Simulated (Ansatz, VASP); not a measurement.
# One calculation of TiSi2, two programs

File INCAR:

```
SYSTEM = TiSi2
PREC = Accurate ; ENCUT = 520
EDIFF = 1E-6 ; ISMEAR = 0
SIGMA = 0.15 ; LREAL = .FALSE.
LASPH = .TRUE. ; NELM = 100
ALGO = Normal ; ISIF = 2
LWAVE = .FALSE. ; LCHARG = .FALSE.
NBANDS = 17
```

Contents of KPOINTS:

```
Automatic mesh
0
G
  18 18 18
  0 0 0
```

The input POSCAR:

```
TiSi2
1.0
   -1.4540925019      1.6852182440      4.1375118505
    1.4540925019     -1.6852182440      4.1375118505
    1.4540925019      1.6852182440     -4.1375118505
Ti Si
1 2
Direct
    0.0000000000      0.0000000000      0.0000000000
    0.3490558154      0.3490558154      0.0000000000
    0.6509441846      0.6509441846      0.0000000000
```

Input for Ansatz:

```yaml
crystal:
  lattice:
    - [-1.4540925019, 1.685218244, 4.1375118505]
    - [1.4540925019, -1.685218244, 4.1375118505]
    - [1.4540925019, 1.685218244, -4.1375118505]
  atoms:
    - { symbol: Ti, position: [0.0, 0.0, 0.0] }
    - { symbol: Si, position: [0.3490558154, 0.3490558154, 0.0] }
    - { symbol: Si, position: [0.6509441846, 0.6509441846, 0.0] }
basis:
  ecutwfc: 520.0
kpoints:
  mp_grid: { grid: [18, 18, 18] }
hamiltonian:
  xc: lda
  pseudopotentials: { kind: paw, azcp: { folder: soft_1 } }
scf:
  occupations: { method: gaussian, width: 0.15 }
output:
  forces: true
  stress: true
  eigenvalues: true
  write_density: true
  write_potential: true
  elf: true
  volumetric_format: npy
```

Alike in both runs: task single point; functional LDA; k mesh 18 × 18 × 18; occupations gaussian, width 0.15 eV; no spin polarisation.

|  | VASP | Ansatz |
| --- | --- | --- |
| version | VASP 6.6.1 | Ansatz 0.2.0 |
| potentials or method | VASP PAW LDA potentials, release 64 (Ti_sv, Si), cutoff 520 eV | scalar-relativistic, plane waves, PAW |
| valence electrons in the cell | 20 | 20 |

Ansatz gave:

* gap on the k mesh at the Fermi level (eV): none
* pressure (GPa): 4.2
* traceless stress, the component that is largest in VASP (GPa): 2.92
* rms of the force components (eV/Å): 0.739

**Question.** Estimate VASP's values.

**Answer.** gap on the k mesh at the Fermi level (eV): none; pressure (GPa): 4.4; traceless stress, the component that is largest in VASP (GPa): 2.95; rms of the force components (eV/Å): 0.744.

Ansatz warns that its potentials were made for another functional, while VASP's fit it. LDA's correlation is that of Perdew and Zunger in VASP and of Perdew and Wang (1992) in Ansatz. Atom by atom the forces differ by 0.005 eV/Å (rms over components). A gap of «none» marks a metal or a gap that the smearing closes.
